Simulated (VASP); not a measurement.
SnSe, 2 atoms in the cell. The structure is cubic, space group Fm-3m (No. 225). The conventional cell has a = 5.946 Å, b = 5.946 Å, c = 5.946 Å, α = 90.00°, β = 90.00°, γ = 90.00°. Sn (site symmetry m-3m) has 6 Se at 2.97 Å within 3.9 Å. Se (site symmetry m-3m) has 6 Sn at 2.97 Å within 3.9 Å. 

| Property | Result |
| --- | --- |
| Program | VASP 6.6.1 |
| Task | single point |
| Functional | PBEsol |
| Potentials or basis | VASP PAW PBE potentials, release 64 (Sn_d, Se) |
| Cutoff | 520 eV |
| k mesh | 8 × 8 × 8 |
| Occupations | fermi-dirac, width 0.05 eV |
| Spin | no spin polarisation |
| Dipole correction | no |
| Further INCAR settings | ALGO = Normal; EDIFF = 1e-06; NBANDS = 17 |

Potentials or basis: VASP PAW PBE potentials, release 64 (Sn_d, Se).

Launch:

```bash
$ cat potpaw_PBE.64/Sn_d/POTCAR potpaw_PBE.64/Se/POTCAR > POTCAR
$ mpirun -np 1 vasp_std > vasp.out
```

Hardware: 1 thread of AMD EPYC 7R43 64-Core Processor (Zen 3), with other jobs on the host.

**Question.** How long does it take, and how much memory?

**Answer.** It took 20 s on 1 thread of AMD EPYC 7R43 64-Core Processor (Zen 3) (shared host), peak memory 0.15 GiB. Counts: scf iterations 12, k points 29.
